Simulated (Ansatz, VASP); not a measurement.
**Hf in VASP and in Ansatz**

The input INCAR:

```
  ALGO = Normal
  EDIFF = 1E-6
  ENCUT = 520
  ISIF = 2
  ISMEAR = 0
  LASPH = T
  LCHARG = F
  LREAL = F
  LWAVE = F
  NBANDS = 17
  NELM = 80
  PREC = Accurate
  SIGMA = 1.0
```

File KPOINTS:

```
k-points
0
Gamma
  12 12 7
```

File POSCAR:

```
Hf
1.0
    3.1183974891      0.0000000000      0.0000000000
   -1.5591987445      2.7006114446      0.0000000000
    0.0000000000      0.0000000000      4.9475473504
Hf
2
Direct
    0.3333333333      0.6666666667      0.2500000000
    0.6666666667      0.3333333333      0.7500000000
```

Input for Ansatz:

```yaml
crystal:
  lattice:
    - [3.1183974891, 0.0, 0.0]
    - [-1.5591987445, 2.7006114446, 0.0]
    - [0.0, 0.0, 4.9475473504]
  atoms:
    - { symbol: Hf, position: [0.3333333333, 0.6666666667, 0.25] }
    - { symbol: Hf, position: [0.6666666667, 0.3333333333, 0.75] }
hamiltonian:
  xc: lda
  pseudopotentials:
    kind: paw
    azcp:
      Hf: "pseudopotentials/Hf.paw.azcp"
basis:
  ecutwfc: 420
  fft_grid_basis: typed
kpoints:
  mp_grid: { grid: [12, 12, 7], shift: [0, 0, 0] }
magnetization:
  spin_polarized: false
scf:
  occupations: { method: gaussian, width: 1.0 }
  lower_state_search: "off"
output:
  stress: true
  write_density: true
  write_potential: true
  elf: true
  volumetric_format: npy
```

Alike in both runs: task single point; functional LDA; k mesh 12 × 12 × 7; occupations gaussian, width 1 eV; no spin polarisation.

|  | VASP | Ansatz |
| --- | --- | --- |
| version | VASP 6.6.1 | Ansatz 0.2.0 |
| potentials or method | VASP PAW LDA potentials, release 64 (Hf_pv), cutoff 520 eV | plane waves (420 eV) with PAW, scalar-relativistic |
| valence electrons in the cell | 20 | 52 |

|  | VASP | Ansatz | Ansatz less VASP |
| --- | --- | --- | --- |
| pressure (GPa) | 2.1 | 2.0 | -0.11 |
| traceless stress, the component that is largest in VASP (GPa) | 1.92 | 1.93 | +0.006 |

Ansatz warns that its potentials were made for another functional, while VASP's fit it. LDA's correlation is that of Perdew and Zunger in VASP and of Perdew and Wang (1992) in Ansatz. VASP's potentials hold 20 valence electrons a cell and Ansatz's 52, so a difference there can come from the potentials and not from the codes.

Neither program's run includes spin-orbit coupling.
